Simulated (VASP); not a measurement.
# Ru (Cmcm) in VASP: further runs, part 2 of 2

VASP 6.6.1. The steps go on from the part before.

**3. Single point, PBE (strain +0.0750 x Voigt [1, -1, 0, 0, 0, 0])**

File INCAR:

```
PREC = Accurate
ENCUT = 520
EDIFF = 1E-6
ISMEAR = 0
SIGMA = 0.15
LREAL = F
LASPH = T
NELM = 60
ALGO = Fast
ISIF = 2
LWAVE = F
LCHARG = T
GGA = PE
LELF = T
LVHAR = T
NBANDS = 21
```

File KPOINTS:

```
Automatic mesh
0
Gamma
  24 24 12
```

File POSCAR:

```
Ru
1.0
    2.9087342843      0.0000000000      0.0000000000
   -1.4543671421      2.1675441389      0.0000000000
    0.0000000000      0.0000000000      4.2819000000
Ru
2
Direct
    0.3333333333      0.6666666667      0.2500000000
    0.6666666667      0.3333333333      0.7500000000
```

Potentials or basis: VASP PAW PBE potentials, release 64 (Ru_pv).

On the command line:

```sh
cat potpaw_PBE.64/Ru_pv/POTCAR > POTCAR
mpirun -np 1 vasp_std > vasp.out
```

OUTCAR:

```text
PREC = Accurate
   ENCUT = 520
   EDIFF = 1E-6
   ISMEAR = 0
   LREAL = F
   LASPH = T
   NELM = 60
   ISIF = 2
   GGA = PE

 ion  position               nearest neighbor table
   1  0.333  0.667  0.250-   2 2.58   2 2.58   2 2.69   2 2.69   2 2.69   2 2.69
   2  0.667  0.333  0.750-   1 2.58   1 2.58   1 2.69   1 2.69   1 2.69   1 2.69

  Warning from LATTYP: Monoclinic adjustment (A1->A3, A2->A1, A3->A2)!
  LATTYP: Found a base centered orthorhombic cell.
 ALAT       =     2.9087342843
 B/A-ratio  =     1.4903692995
 C/A-ratio  =     1.4720835874

  Lattice vectors:

 A1 = (   1.4543671421,  -2.1675441389,   0.0000000000)
 A2 = (   1.4543671422,   2.1675441389,   0.0000000000)
 A3 = (   0.0000000000,   0.0000000000,   4.2819000000)

Analysis of symmetry for initial positions (statically):
=====================================================================
 Subroutine PRICEL returns:
 Original cell was already a primitive cell.

 Routine SETGRP: Setting up the symmetry group for a
 base centered orthorhombic supercell.

 Subroutine GETGRP returns: Found  8 space group operations
 (whereof  4 operations were pure point group operations)
 out of a pool of  8 trial point group operations.

The static configuration has the point symmetry C_2h.
 The point group associated with its full space group is D_2h.

Analysis of symmetry for dynamics (positions and initial velocities):
=====================================================================
 Subroutine PRICEL returns:
 Original cell was already a primitive cell.

 Routine SETGRP: Setting up the symmetry group for a
 base centered orthorhombic supercell.

 Subroutine GETGRP returns: Found  8 space group operations
 (whereof  4 operations were pure point group operations)
 out of a pool of  8 trial point group operations.

The dynamic configuration has the point symmetry C_2h.
 The point group associated with its full space group is D_2h.
[... 115 lines left out ...]
   EFERMI_NEDOS =   21; number of points for ismear=-14 and -15
   IALGO  =     68    algorithm
   IMIX   =      4    mixing-type and parameters
     AMIX     =   0.40;   BMIX     =  1.00
     AMIX_MAG =   1.60;   BMIX_MAG =  1.00
  volume/ion in A,a.u.               =      13.50        91.09
  Fermi-wavevector in a.u.,A,eV,Ry     =   1.657135  3.131532 37.362929  2.746098
  Thomas-Fermi vector in A             =   2.744940
   LORBIT       =      0    0 simple, 1 ext, 2 COOP (PROOUT), +10 PAW based schemes
   GGA     = PE    functional components
   LHFCALC =     F    Hartree Fock is set to
   AEXX    =    0.0000 exact exchange contribution
   IVDW    =     0    specifies the selected vdW correction
   LEPSILON=     F    determine dielectric tensor
   LRPA    =     F    only Hartree local field effects (RPA)
 non-spin polarized calculation
 RMM-DIIS sequential band-by-band and
 Gauss-broadening in eV      SIGMA  =   0.15
  energy-cutoff  :      520.00
  volume of cell :       27.00
 maximum number of plane-waves:       746
 NGX is ok and might be reduce to    24
   NGX = 11   NGY =  9   NGZ = 15

 number of electron      28.0000002 magnetization

 Free energy of the ion-electron system (eV)
  ---------------------------------------------------
  ext. energy  EPLUGINS =         0.00000000
  ---------------------------------------------------
  free energy    TOTEN  =       -18.10667892 eV

  energy without entropy =      -18.08612769  energy(sigma->0) =      -18.09640330

 E-fermi :  12.9920     XC(G=0): -14.1437

 val. band max:       12.9909483693   @ k =   0.0833   0.2083   0.1667
 cond. band min:      12.9921871838   @ k =  -0.2500   0.1250   0.0833
 fundamental gap:      0.0012388145
 Fermi energy:        12.9920192682

 k-point     1 :       0.0000    0.0000    0.0000
  band No.  band energies     occupation
      1     -30.7026      2.00000
      2     -29.7800      2.00000
      3     -29.6787      2.00000
      4     -29.6211      2.00000
      5     -29.5349      2.00000
      6     -29.5006      2.00000
[... 565 lines left out ...]
     20      23.4961      0.00000
     21      24.2526      0.00000

 [... further k-points ...]

------------------------ aborting loop because EDIFF is reached ----------------------------------------

  FORCE on cell =-STRESS in cart. coord.  units (eV):
  Direction    XX          YY          ZZ          XY          YZ          ZX
  --------------------------------------------------------------------------------------
  -------------------------------------------------------------------------------------
  Total       -1.9201806      6.7977552      0.8053304      0.0000000     -0.0000000      0.0000000
  in kB     -113.9578213    403.4294335     47.7943063      0.0000000     -0.0000000      0.0000000
  external PRESSURE =     112.4219729 kB  Pullay stress =       0.0000000 kB

 VOLUME and BASIS-vectors are now :
 -----------------------------------------------------------------------------
  energy-cutoff  :      520.00
  volume of cell :       27.00
      direct lattice vectors                 reciprocal lattice vectors
     2.908734284  0.000000000  0.000000000     0.343792145  0.230675810  0.000000000
    -1.454367142  2.167544139  0.000000000     0.000000000  0.461351620  0.000000000
     0.000000000  0.000000000  4.281900000     0.000000000  0.000000000  0.233541185

 POSITION                                       TOTAL-FORCE (eV/Angst)
 -----------------------------------------------------------------------------------
     -0.00000      1.44503      1.07048        -0.000000     -0.502047      0.000000
      1.45437      0.72251      3.21143         0.000000      0.502047     -0.000000
 -----------------------------------------------------------------------------------
    total drift:                               -0.000000      0.000000     -0.000000

  FREE ENERGIE OF THE ION-ELECTRON SYSTEM (eV)
  ---------------------------------------------------
  free  energy   TOTEN  =       -18.1066789151 eV

  energy  without entropy=      -18.0861276863  energy(sigma->0) =      -18.09640330
```

OSZICAR:

```text
N       E                     dE             d eps       ncg     rms          rms(c)
DAV:   1     0.288077040167E+03    0.28808E+03   -0.17618E+04 46278   0.149E+03
DAV:   2    -0.134921910356E+02   -0.30157E+03   -0.29241E+03 47216   0.445E+02
DAV:   3    -0.193347466496E+02   -0.58426E+01   -0.58056E+01 54313   0.694E+01
DAV:   4    -0.193781471523E+02   -0.43401E-01   -0.43344E-01 57551   0.574E+00
DAV:   5    -0.193787009854E+02   -0.55383E-03   -0.55007E-03 53105   0.579E-01    0.184E+01
RMM:   6    -0.181955495350E+02    0.11832E+01   -0.25277E+00 47099   0.134E+01    0.537E+00
RMM:   7    -0.181135828143E+02    0.81967E-01   -0.35263E-01 50564   0.452E+00    0.119E+00
RMM:   8    -0.181066858368E+02    0.68970E-02   -0.24152E-02 52296   0.145E+00    0.382E-01
RMM:   9    -0.181066628164E+02    0.23020E-04   -0.23430E-03 52645   0.428E-01    0.633E-02
RMM:  10    -0.181066808299E+02   -0.18013E-04   -0.29041E-04 54016   0.145E-01    0.221E-02
RMM:  11    -0.181066795893E+02    0.12406E-05   -0.63306E-05 56303   0.607E-02    0.531E-03
RMM:  12    -0.181066787321E+02    0.85716E-06   -0.13151E-05 57272   0.265E-02    0.235E-03
RMM:  13    -0.181066789151E+02   -0.18295E-06   -0.11773E-06 39084   0.770E-03
   1 F= -.18106679E+02 E0= -.18096403E+02  d E =-.205512E-01
```

stdout:

```text
POSCAR found type information on POSCAR Ru
 POSCAR found :  1 types and       2 ions
 scaLAPACK will be used
 LDA part: xc-table for (Slater+PW92), standard interpolation
 POSCAR, INCAR and KPOINTS ok, starting setup
 FFT: planning ... GRIDC
 FFT: planning ... GRID_SOFT
 FFT: planning ... GRID
 WAVECAR not read
 entering main loop
WARNING in EDDRMM: call to ZHEGV failed, returncode =   8  4     21
WARNING in EDDRMM: call to ZHEGV failed, returncode =   8  4     20
```

Wall time 2.7 min (1 thread of Intel Xeon 6975P-C (Granite Rapids), shared host); peak memory 0.54 GiB.

What came out:

```yaml
Free_energy: -18.1067 eV
Pressure: 11.2 GPa
Largest_force: 0.502 eV/Å
Band_gap_on_the_k_mesh: zero (bands 14 and 15 overlap by 3.17 eV)
```

Forces in eV/Å, atoms in the order of the input:
```
Ru   0.000 -0.502  0.000
Ru   0.000  0.502  0.000
```

Stress tensor (GPa, compression positive):
```
-11.40   0.00   0.00
  0.00  40.34   0.00
  0.00   0.00   4.78
```

Caveat: the cell differs from its parent crystal (strain +0.0750 x Voigt [1, -1, 0, 0, 0, 0]); the stress differs along the axes, from -11 to 40 GPa.
